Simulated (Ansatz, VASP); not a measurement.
PtSeS4: VASP beside Ansatz

```
Pt Se S
1.0
    -3.22327    3.22327    2.76632
     3.22327   -3.22327    2.76632
     3.22327    3.22327   -2.76632
Pt Se S
1 1 4
Direct
  0.00000 0.00000 0.00000
  0.50000 0.50000 0.00000
  0.91578 0.41578 0.83156
  0.58422 0.08422 0.16844
  0.08422 0.91578 0.50000
  0.41578 0.58422 0.50000
```

Change from the starting cell: species swapped into the FeCoSn4 type (I422, No. 97).

Alike in both runs: task relaxation of cell and atoms; functional PBE; k mesh 4 × 4 × 4; occupations gaussian, width 0.1 eV; no spin polarisation.

```csv
,VASP,Ansatz
version,VASP 6.6.1,Ansatz 0.2.0
potentials or method,"VASP PAW PBE potentials, release 64 (Pt, Se, S), cutoff 600 eV","scalar-relativistic, plane waves, PAW"
valence electrons in the cell,40,58
```

```tsv
	VASP	Ansatz	Ansatz less VASP
gap on the k mesh at the Fermi level, each at its own relaxed structure (eV)	none	none	-
relaxed volume (Å³/atom)	18.18	18.20	+0.019
relaxed cell length with the largest relative difference (Å)	5.244	5.248	+0.0041
```

A gap of «none» marks a metal or a gap that the smearing closes. VASP's potentials hold 40 valence electrons a cell and Ansatz's 58, so a difference there can come from the potentials and not from the codes.

The k mesh is coarse, so the values compare programs but aren't converged. Spin-orbit coupling is off throughout.
